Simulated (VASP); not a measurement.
Here is a VASP 6.6.1 calculation.

The input INCAR:

```
SYSTEM = BN
PREC     = Accurate       ! precision mode
ENCUT    = 520            ! plane-wave cutoff, eV
EDIFF    = 1E-6           ! SCF threshold, eV
ISMEAR   = -1             ! smearing method
SIGMA    = 0.05           ! smearing width, eV
LREAL    = .False.        ! projectors in reciprocal space
LASPH    = .True.         ! aspherical terms in the spheres
NELM     = 80             ! most SCF steps
ALGO     = Normal         ! electronic algorithm
ISIF     = 2              ! what is computed and relaxed
LWAVE    = .False.        ! write WAVECAR
LCHARG   = .True.         ! write CHGCAR
GGA      = PS             ! functional
IVDW     = 13             ! dispersion correction
LELF     = .True.         ! ELF
LVHAR    = .True.       
NBANDS   = 16             ! bands
```

The input KPOINTS:

```
regular mesh
0
Gamma
  12 12 4
  0 0 0
```

File POSCAR:

```
BN
1.0
    2.5016394782      0.0000000000      0.0000000000
   -1.2508197391      2.1664833392      0.0000000000
    0.0000000000      0.0000000000      6.4795109346
N B
2 2
Direct
    0.6666666667      0.3333333333      0.2500000000
    0.3333333333      0.6666666667      0.7500000000
    0.6666666667      0.3333333333      0.7500000000
    0.3333333333      0.6666666667      0.2500000000
```

Potentials or basis: VASP PAW PBE potentials, release 64 (N, B).

The run is started by

```console
$ cat potpaw_PBE.64/N/POTCAR potpaw_PBE.64/B/POTCAR > POTCAR
$ mpirun -np 1 vasp_std > vasp.out
```

Problem. Estimate the pressure.

Solution. 0.3 GPa.

Problem. What does it give for the band gap on the k mesh?

Solution. 4.11 eV, indirect (least direct gap 4.51 eV).

Problem. Estimate the dispersion energy per atom.

Solution. -0.095 eV.

Stress tensor (GPa, compression positive):
```
 0.53  0.00  0.00
 0.00  0.53  0.00
 0.00  0.00 -0.18
```

Caveat: the PAW data sets were made with another functional, which shifts forces and pressure a little. A k mesh can miss the band edges.
